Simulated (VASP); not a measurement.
Input of a VASP 6.6.1 run:

The input INCAR:

```
SYSTEM = CsAg2
PREC = Accurate
ENCUT = 520
EDIFF = 1E-6
ISMEAR = 0
SIGMA = 0.1
LREAL = .False.
LASPH = .True.
NELM = 60
ALGO = Fast
ISIF = 2
LWAVE = .False.
LCHARG = .False.
GGA = PE
NBANDS = 40
```

File KPOINTS:

```
regular mesh
0
Gamma
  4 4 4
  0 0 0
```

File POSCAR:

```
CsAg2
1.0
    5.7592858835      0.0000000000      0.0000000000
    0.0000000000      5.7592858835      0.0000000000
    0.0000000000      0.0000000000      5.7592858835
Cs Ag
2 4
Direct
    0.0000000000      0.0000000000      0.0000000000
    0.5000000000      0.5000000000      0.5000000000
    0.2500000000      0.2500000000      0.2500000000
    0.2500000000      0.7500000000      0.7500000000
    0.7500000000      0.7500000000      0.2500000000
    0.7500000000      0.2500000000      0.7500000000
```

Potentials or basis: VASP PAW PBE potentials, release 64 (Cs_sv, Ag).

Launch:

```bash
$ cat potpaw_PBE.64/Cs_sv/POTCAR potpaw_PBE.64/Ag/POTCAR > POTCAR
$ mpirun -np 1 vasp_std > vasp.out
```

Question: Predict the band gap on the k mesh.

Answer: Zero (band 31 reaches 4.49 eV, above the bottom of band 32 at 3.78 eV).

Question: Predict the pressure.

Answer: 20.3 GPa.

Caveat: spin-orbit coupling is left out, which moves the levels of the heavy elements.
